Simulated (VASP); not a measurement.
# NaH in VASP: further runs

The runs below take NaH through single point, with PBEsol.

Program: VASP 6.6.1. These are calculated values, not measurements. Logs are shortened: lines on timing, memory, paths and dates and some standing lists are left out, and cuts for length are marked.

## 1. The cell of the first run

The cell holds a wire or tube with vacuum around it, 2 atoms: a = 9.000 Å, b = 9.300 Å, c = 4.019 Å, α = 90.00°, β = 90.00°, γ = 90.00°.

## 2. Single point, PBEsol, collinear spin

Input file INCAR:

```
SYSTEM = NaH
  PREC = Accurate
  ENCUT = 520
  EDIFF = 1E-6
  ISMEAR = 0
  SIGMA = 0.05
  LREAL = .False.
  LASPH = .True.
  NELM = 150
  ALGO = Normal
  ISIF = 2
  LWAVE = .False.
  LCHARG = .False.
  ISPIN = 2
  MAGMOM = 0.5 0
  LORBIT = 11
  GGA = PS
  NBANDS = 15
```

Input file KPOINTS:

```
Automatic mesh
0
Gamma
  1 1 15
  0 0 0
```

Input file POSCAR:

```
NaH
1.0
    9.0000000000      0.0000000000      0.0000000000
    0.0000000000      9.3000000000      0.0000000000
    0.0000000000      0.0000000000      4.0187913916
Na H
1 1
Direct
    0.5000000000      0.5000000000      0.0000000000
    0.5000000000      0.5000000000      0.5000000000
```

Potentials or basis: VASP PAW PBE potentials, release 64 (Na_pv, H).

Started as:

```sh
$ cat potpaw_PBE.64/Na_pv/POTCAR potpaw_PBE.64/H/POTCAR > POTCAR
$ mpirun -np 1 vasp_std > vasp.out
```

OUTCAR:

```text
SYSTEM = NaH
   PREC = Accurate
   ENCUT = 520
   EDIFF = 1E-6
   ISMEAR = 0
   LREAL = .False.
   LASPH = .True.
   NELM = 150
   ISIF = 2
   ISPIN = 2
   LORBIT = 11
   GGA = PS

 ion  position               nearest neighbor table
   1  0.500  0.500  0.000-
   2  0.500  0.500  0.500-

  LATTYP: Found a simple orthorhombic cell.
 ALAT       =     4.0187913916
 B/A-ratio  =     2.2394792670
 C/A-ratio  =     2.3141285759

  Lattice vectors:

 A1 = (   0.0000000000,   0.0000000000,   4.0187913916)
 A2 = (   9.0000000000,   0.0000000000,   0.0000000000)
 A3 = (   0.0000000000,   9.3000000000,   0.0000000000)

Analysis of symmetry for initial positions (statically):
=====================================================================
 Subroutine PRICEL returns:
 Original cell was already a primitive cell.

 Routine SETGRP: Setting up the symmetry group for a
 simple orthorhombic supercell.

 Subroutine GETGRP returns: Found  8 space group operations
 (whereof  8 operations were pure point group operations)
 out of a pool of  8 trial point group operations.

The static configuration has the point symmetry D_2h.

Analysis of symmetry for dynamics (positions and initial velocities):
=====================================================================
 Subroutine PRICEL returns:
 Original cell was already a primitive cell.

 Routine SETGRP: Setting up the symmetry group for a
 simple orthorhombic supercell.

 Subroutine GETGRP returns: Found  8 space group operations
 (whereof  8 operations were pure point group operations)
 out of a pool of  8 trial point group operations.

The dynamic configuration has the point symmetry D_2h.

Analysis of structural, dynamic, and magnetic symmetry:
=====================================================================
 Subroutine PRICEL returns:
 Original cell was already a primitive cell.

 Routine SETGRP: Setting up the symmetry group for a
 simple orthorhombic supercell.

 Subroutine GETGRP returns: Found  8 space group operations
 (whereof  8 operations were pure point group operations)
 out of a pool of  8 trial point group operations.

The overall configuration has the point symmetry D_2h.

 Subroutine INISYM returns: Found  8 space group operations
 (whereof  8 operations are pure point group operations),
 and found     1 'primitive' translations

----------------------------------------------------------------------------------------

                                     Primitive cell

  volume of cell :     336.3728

  direct lattice vectors                    reciprocal lattice vectors
     9.000000000  0.000000000  0.000000000     0.111111111  0.000000000  0.000000000
     0.000000000  9.300000000  0.000000000     0.000000000  0.107526882  0.000000000
     0.000000000  0.000000000  4.018791392     0.000000000  0.000000000  0.248831030

  length of vectors
     9.000000000  9.300000000  4.018791392     0.111111111  0.107526882  0.248831030

  position of ions in fractional coordinates (direct lattice)
     0.500000000  0.500000000  0.000000000
     0.500000000  0.500000000  0.500000000

  ion indices of the primitive-cell ions
   primitive index   ion index
                 1           1
                 2           2

----------------------------------------------------------------------------------------

 KPOINTS: Automatic mesh

Automatic generation of k-mesh.
 Grid dimensions read from file:
 generate k-points for:    1    1   15

 Generating k-lattice:

  Cartesian coordinates                     Fractional coordinates (reciprocal lattice)
     0.111111111  0.000000000  0.000000000     1.000000000  0.000000000  0.000000000
     0.000000000  0.107526882  0.000000000     0.000000000  1.000000000  0.000000000
     0.000000000  0.000000000  0.016588735     0.000000000  0.000000000  0.066666667

  Length of vectors
     0.111111111  0.107526882  0.016588735

  Shift w.r.t. Gamma in fractional coordinates (k-lattice)
     0.000000000  0.000000000  0.000000000

 Subroutine IBZKPT returns following result:
 ===========================================

 Found      8 irreducible k-points:

 Following reciprocal coordinates:
            Coordinates               Weight
  0.000000  0.000000  0.000000      1.000000
  0.000000  0.000000  0.066667      2.000000
  0.000000  0.000000  0.133333      2.000000
  0.000000  0.000000  0.200000      2.000000
  0.000000  0.000000  0.266667      2.000000
  0.000000  0.000000  0.333333      2.000000
  0.000000  0.000000  0.400000      2.000000
  0.000000  0.000000  0.466667      2.000000
   k-points           NKPTS =      8   k-points in BZ     NKDIM =      8   number of bands    NBANDS=     15
   number of dos      NEDOS =    301   number of ions     NIONS =      2
   total plane-waves  NPLWV = 147000
   dimension x,y,z NGX =    70 NGY =   70 NGZ =   30
   dimension x,y,z NGXF=   140 NGYF=  140 NGZF=   60
   ions per type =               1   1
   NGX,Y,Z   is equivalent  to a cutoff of  12.93, 12.51, 12.41 a.u.
   NGXF,Y,Z  is equivalent  to a cutoff of  25.86, 25.03, 24.82 a.u.
 SYSTEM =  NaH
   PREC   = accura    normal or accurate (medium, high low for compatibility)
   ISTART =      0    job   : 0-new  1-cont  2-samecut
   ICHARG =      2    charge: 1-file 2-atom 10-const
   ISPIN  =      2    spin polarized calculation?
   LNONCOLLINEAR =      F non collinear calculations
   LSORBIT =      F    spin-orbit coupling
   LASPH  =      T    aspherical Exc in radial PAW
   ENCUT  =  520.0 eV  38.22 Ry    6.18 a.u.  16.73 17.29  7.47*2*pi/ulx,y,z
   NELM   =    150;   NELMIN=  2; NELMDL= -5     # of ELM steps
   EDIFF  = 0.1E-05   stopping-criterion for ELM
   LREAL  =      F    real-space projection
[... 7 lines left out ...]
   TEBEG  =    0.0;   TEEND  =   0.0 temperature during run
   PSTRESS=    0.0 pullay stress
   NELECT =       8.0000    total number of electrons
   NUPDOWN=      -1.0000    fix difference up-down
   EMIN   =  10.00;   EMAX   =-10.00  energy-range for DOS
   EFERMI =   0.00;   METHOD = LEGACY
   ISMEAR =     0;   SIGMA  =   0.05  broadening in eV -4-tet -1-fermi 0-gaus
   EFERMI_NEDOS =   21; number of points for ismear=-14 and -15
   IALGO  =     38    algorithm
   IMIX   =      4    mixing-type and parameters
     AMIX     =   0.40;   BMIX     =  1.00
     AMIX_MAG =   1.60;   BMIX_MAG =  1.00
  volume/ion in A,a.u.               =     168.19      1134.98
  Fermi-wavevector in a.u.,A,eV,Ry     =   0.470794  0.889672  3.015694  0.221647
  Thomas-Fermi vector in A             =   1.463085
   LORBIT       =     11    0 simple, 1 ext, 2 COOP (PROOUT), +10 PAW based schemes
   GGA     = PS    functional components
   LHFCALC =     F    Hartree Fock is set to
   AEXX    =    0.0000 exact exchange contribution
   IVDW    =     0    specifies the selected vdW correction
   LEPSILON=     F    determine dielectric tensor
   LRPA    =     F    only Hartree local field effects (RPA)
 spin polarized calculation
 Gauss-broadening in eV      SIGMA  =   0.05
  energy-cutoff  :      520.00
  volume of cell :      336.37
 maximum number of plane-waves:      9117
 NGX is ok and might be reduce to    70
   NGX = 33   NGY = 35   NGZ = 15

 number of electron       7.9999994 magnetization       0.0000945

 number of electron       7.9999994 magnetization      -0.0000289

 Free energy of the ion-electron system (eV)
  ---------------------------------------------------
  ext. energy  EPLUGINS =         0.00000000
  ---------------------------------------------------
  free energy    TOTEN  =        -4.33221855 eV

  energy without entropy =       -4.33221855  energy(sigma->0) =       -4.33221855

 E-fermi :  -3.9176     XC(G=0):  -1.6287

 val. band max:       -4.2369902112   @ k =   0.0000   0.0000   0.4667
 cond. band min:      -0.3268954407   @ k =   0.0000   0.0000   0.0000
 fundamental gap:      3.9100947705
 Fermi energy:        -3.9176089304

 spin component 1

 k-point     1 :       0.0000    0.0000    0.0000
  band No.  band energies     occupation
      1     -26.8715      1.00000
      2     -26.8715      1.00000
      3     -26.6836      1.00000
      4      -5.0262      1.00000
      5      -0.3227      0.00000
      6       0.1083      0.00000
      7       0.1679      0.00000
      8       1.0597      0.00000
      9       1.9668      0.00000
     10       2.4436      0.00000
     11       2.5351      0.00000
     12       2.5671      0.00000
     13       3.7125      0.00000
     14       5.3255      0.00000
[... 112 lines left out ...]
      1     -26.8706      1.00000
      2     -26.8706      1.00000
      3     -26.7010      1.00000
      4      -4.2370      1.00000
      5       0.1960      0.00000
      6       1.9734      0.00000
      7       2.0798      0.00000
      8       2.1360      0.00000
      9       2.6938      0.00000
     10       2.7504      0.00000
     11       2.9055      0.00000
     12       3.0923      0.00000
     13       3.7100      0.00000
     14       4.4454      0.00000
     15       4.4655      0.00000
 Fermi energy:        -3.9176089304

 spin component 2

 k-point     1 :       0.0000    0.0000    0.0000
  band No.  band energies     occupation
      1     -26.8715      1.00000
      2     -26.8715      1.00000
      3     -26.6836      1.00000
      4      -5.0262      1.00000
      5      -0.3269      0.00000
      6       0.1077      0.00000
      7       0.1672      0.00000
      8       1.0588      0.00000
      9       1.9514      0.00000
     10       2.4424      0.00000
     11       2.5296      0.00000
     12       2.5625      0.00000
     13       3.7070      0.00000
     14       5.3247      0.00000
[... 113 lines left out ...]
      2     -26.8706      1.00000
      3     -26.7010      1.00000
      4      -4.2370      1.00000
      5       0.1957      0.00000
      6       1.9688      0.00000
      7       2.0792      0.00000
      8       2.1354      0.00000
      9       2.6933      0.00000
     10       2.7498      0.00000
     11       2.8963      0.00000
     12       3.0912      0.00000
     13       3.7091      0.00000
     14       4.4294      0.00000
     15       4.4642      0.00000

------------------------ aborting loop because EDIFF is reached ----------------------------------------

  FORCE on cell =-STRESS in cart. coord.  units (eV):
  Direction    XX          YY          ZZ          XY          YZ          ZX
  --------------------------------------------------------------------------------------
  -------------------------------------------------------------------------------------
  Total       -0.0316412     -0.0270540     -0.0027652      0.0000000      0.0000000     -0.0000000
  in kB       -0.1507101     -0.1288611     -0.0131709      0.0000000      0.0000000     -0.0000000
  external PRESSURE =      -0.0975807 kB  Pullay stress =       0.0000000 kB

 VOLUME and BASIS-vectors are now :
 -----------------------------------------------------------------------------
  energy-cutoff  :      520.00
  volume of cell :      336.37
      direct lattice vectors                 reciprocal lattice vectors
     9.000000000  0.000000000  0.000000000     0.111111111  0.000000000  0.000000000
     0.000000000  9.300000000  0.000000000     0.000000000  0.107526882  0.000000000
     0.000000000  0.000000000  4.018791392     0.000000000  0.000000000  0.248831030

 POSITION                                       TOTAL-FORCE (eV/Angst)
 -----------------------------------------------------------------------------------
      4.50000      4.65000      0.00000         0.000000      0.000000      0.000000
      4.50000      4.65000      2.00940         0.000000      0.000000      0.000000
 -----------------------------------------------------------------------------------
    total drift:                                0.000000      0.000000      0.000000

  FREE ENERGIE OF THE ION-ELECTRON SYSTEM (eV)
  ---------------------------------------------------
  free  energy   TOTEN  =        -4.3322185467 eV

  energy  without entropy=       -4.3322185467  energy(sigma->0) =       -4.33221855

 total charge

# of ion       s       p       d       tot
------------------------------------------
    1        0.080   5.982   0.000   6.062
    2        0.502   0.000   0.000   0.503
--------------------------------------------------
tot          0.582   5.983   0.000   6.565

 magnetization (x)

# of ion       s       p       d       tot
------------------------------------------
    1       -0.000   0.000   0.000  -0.000
    2        0.000   0.000   0.000   0.000
--------------------------------------------------
tot          0.000   0.000   0.000   0.000
```

It took 2 min on 1 thread of Oxide Virtual Turin-like, shared host; peak memory 0.46 GiB.

Results:

```yaml
Free_energy: -4.3322 eV
Band_gap_on_the_k_mesh: 3.91 eV (least direct gap 4.43 eV)
Net_moment: 0.00 μB per cell
Valence_electrons_inside_the_program's_atomic_spheres: Na 6.06; H 0.50
```

Caveat: the PAW data sets were made with another functional, which shifts forces and pressure a little.

## 3. Single point, PBEsol, collinear spin

Input file INCAR:

```
  PREC = Accurate
  ENCUT = 520
  EDIFF = 1E-7
  ISMEAR = 0
  SIGMA = 0.05
  LREAL = F
  LASPH = T
  NELM = 150
  ALGO = Normal
  ISIF = 2
  LWAVE = F
  LCHARG = F
  ISPIN = 2
  MAGMOM = 0.5 0
  LORBIT = 11
  GGA = PS
  NBANDS = 15
```

Input file KPOINTS:

```
regular mesh
0
Gamma
  1 1 15
```

Input file POSCAR:

```
NaH
1.0
    9.0000000000      0.0000000000      0.0000000000
    0.0000000000      9.3000000000      0.0000000000
    0.0000000000      0.0000000000      4.0141999936
Na H
1 1
Direct
    0.5000000000      0.5000000000     -0.0175201778
    0.5000000000      0.5000000000      0.4825201778
```

Potentials or basis: VASP PAW PBE potentials, release 64 (Na_pv, H).

Started as:

```sh
$ cat potpaw_PBE.64/Na_pv/POTCAR potpaw_PBE.64/H/POTCAR > POTCAR
$ mpirun -np 1 vasp_std > vasp.out
```

OUTCAR:

```text
PREC = Accurate
   ENCUT = 520
   EDIFF = 1E-7
   ISMEAR = 0
   LREAL = F
   LASPH = T
   NELM = 150
   ISIF = 2
   ISPIN = 2
   LORBIT = 11
   GGA = PS

 ion  position               nearest neighbor table
   1  0.500  0.500  0.982-
   2  0.500  0.500  0.483-

  LATTYP: Found a simple orthorhombic cell.
 ALAT       =     4.0141999936
 B/A-ratio  =     2.2420407589
 C/A-ratio  =     2.3167754509

  Lattice vectors:

 A1 = (   0.0000000000,   0.0000000000,   4.0141999936)
 A2 = (   9.0000000000,   0.0000000000,   0.0000000000)
 A3 = (   0.0000000000,   9.3000000000,   0.0000000000)

Analysis of symmetry for initial positions (statically):
=====================================================================
 Subroutine PRICEL returns:
 Original cell was already a primitive cell.

 Routine SETGRP: Setting up the symmetry group for a
 simple orthorhombic supercell.

[... 455 lines left out ...]
      6       1.9763      0.00000
      7       2.0839      0.00000
      8       2.1400      0.00000
      9       2.6996      0.00000
     10       2.7561      0.00000
     11       2.9074      0.00000
     12       3.0974      0.00000
     13       3.7167      0.00000
     14       4.4399      0.00000
     15       4.4699      0.00000

------------------------ aborting loop because EDIFF is reached ----------------------------------------

  FORCE on cell =-STRESS in cart. coord.  units (eV):
  Direction    XX          YY          ZZ          XY          YZ          ZX
  --------------------------------------------------------------------------------------
  -------------------------------------------------------------------------------------
  Total       -0.0316889     -0.0271012      0.0265890      0.0000000      0.0000000      0.0000000
  in kB       -0.1511098     -0.1292332      0.1267911      0.0000000      0.0000000      0.0000000
  external PRESSURE =      -0.0511840 kB  Pullay stress =       0.0000000 kB

 VOLUME and BASIS-vectors are now :
 -----------------------------------------------------------------------------
  energy-cutoff  :      520.00
  volume of cell :      335.99
      direct lattice vectors                 reciprocal lattice vectors
     9.000000000  0.000000000  0.000000000     0.111111111  0.000000000  0.000000000
     0.000000000  9.300000000  0.000000000     0.000000000  0.107526882  0.000000000
     0.000000000  0.000000000  4.014199994     0.000000000  0.000000000  0.249115640

 POSITION                                       TOTAL-FORCE (eV/Angst)
 -----------------------------------------------------------------------------------
      4.50000      4.65000      3.94387         0.000000      0.000000      0.000775
      4.50000      4.65000      1.93693         0.000000      0.000000     -0.000775
 -----------------------------------------------------------------------------------
    total drift:                                0.000000      0.000000     -0.000263

  FREE ENERGIE OF THE ION-ELECTRON SYSTEM (eV)
  ---------------------------------------------------
  free  energy   TOTEN  =        -4.3321918292 eV

  energy  without entropy=       -4.3321918292  energy(sigma->0) =       -4.33219183

 total charge

# of ion       s       p       d       tot
------------------------------------------
    1        0.080   5.983   0.000   6.063
    2        0.503   0.000   0.000   0.503
--------------------------------------------------
tot          0.583   5.983   0.000   6.566

 magnetization (x)

# of ion       s       p       d       tot
------------------------------------------
    1        0.000  -0.000   0.000   0.000
    2       -0.000   0.000   0.000  -0.000
--------------------------------------------------
tot         -0.000  -0.000   0.000  -0.000
```

stdout:

```text
POSCAR found type information on POSCAR NaH
 POSCAR found :  2 types and       2 ions
 scaLAPACK will be used
 -----------------------------------------------------------------------------
|                                                                             |
|                                                                             |
|     You enforced a specific xc type in the INCAR file but a different       |
|     I HOPE YOU KNOW WHAT YOU ARE DOING!                                     |
|                                                                             |
 -----------------------------------------------------------------------------

 LDA part: xc-table for (Slater+PW92), standard interpolation
 POSCAR, INCAR and KPOINTS ok, starting setup
 FFT: planning ... GRIDC
 FFT: planning ... GRID_SOFT
 FFT: planning ... GRID
 WAVECAR not read
 entering main loop
```

It took 78 s on 1 thread of Oxide Virtual Turin-like, shared host; peak memory 0.44 GiB.

Results:

```yaml
Free_energy: -4.3322 eV
Band_gap_on_the_k_mesh: 3.91 eV (least direct gap 4.44 eV)
Net_moment: 0.00 μB per cell
Valence_electrons_inside_the_program's_atomic_spheres: Na 6.06; H 0.50
```

Levels at points of the mesh, in eV from the valence-band top:
Spin up:
```
           k point  band 1  band 2  band 3  band 4  band 5  band 6  band 7  band 8  band 9
(0.00, 0.00, 0.00)  -22.63  -22.63  -22.44   -0.79    3.91    4.34    4.40    5.30    6.19
```
Spin down:
| k point | band 2 | band 3 | band 4 | band 5 | band 6 | band 7 |
| --- | --- | --- | --- | --- | --- | --- |
| (0.00, 0.00, 0.00) | -22.63 | -22.44 | -0.79 | 3.91 | 4.34 | 4.40 |

Caveat: the PAW data sets were made with another functional, which shifts forces and pressure a little.

## 4. Single point, PBEsol, collinear spin

This run uses another cell than the first one.

INCAR is that of step 3.

KPOINTS is that of step 3.

Input file POSCAR:

```
NaH
1.0
    9.0000000000      0.0000000000      0.0000000000
    0.0000000000      9.3000000000      0.0000000000
    0.0000000000      0.0000000000      4.3122397648
Na H
1 1
Direct
    0.5000000000      0.5000000000      0.0000000000
    0.5000000000      0.5000000000      0.5000000000
```

Started as:

```sh
$ cat potpaw_PBE.64/Na_pv/POTCAR potpaw_PBE.64/H/POTCAR > POTCAR
$ mpirun -np 1 vasp_std > vasp.out
```

Run time: 92 s. Hardware: 1 thread of Oxide Virtual Turin-like, shared host; peak memory 0.49 GiB.

Results (log left out):

```yaml
Free_energy: -4.2754 eV
Band_gap_on_the_k_mesh: 3.87 eV (least direct gap 4.01 eV)
Net_moment: 0.00 μB per cell
Valence_electrons_inside_the_program's_atomic_spheres: Na 6.04; H 0.48
```

Levels at points of the mesh, in eV from the valence-band top:
Spin up:
```csv
k point,band 1,band 2,band 3,band 4,band 5,band 6,band 7,band 8
"(0.00, 0.00, 0.00)",-23.01,-23.01,-22.83,-0.64,3.88,4.34,4.40,5.27
```
Spin down:
```csv
k point,band 1,band 2,band 3,band 4,band 5,band 6,band 7,band 8,band 9
"(0.00, 0.00, 0.00)",-23.01,-23.01,-22.83,-0.64,3.87,4.34,4.40,5.27,6.08
```

Caveat: the PAW data sets were made with another functional, which shifts forces and pressure a little.

(Part 1 of 2 ends here.)
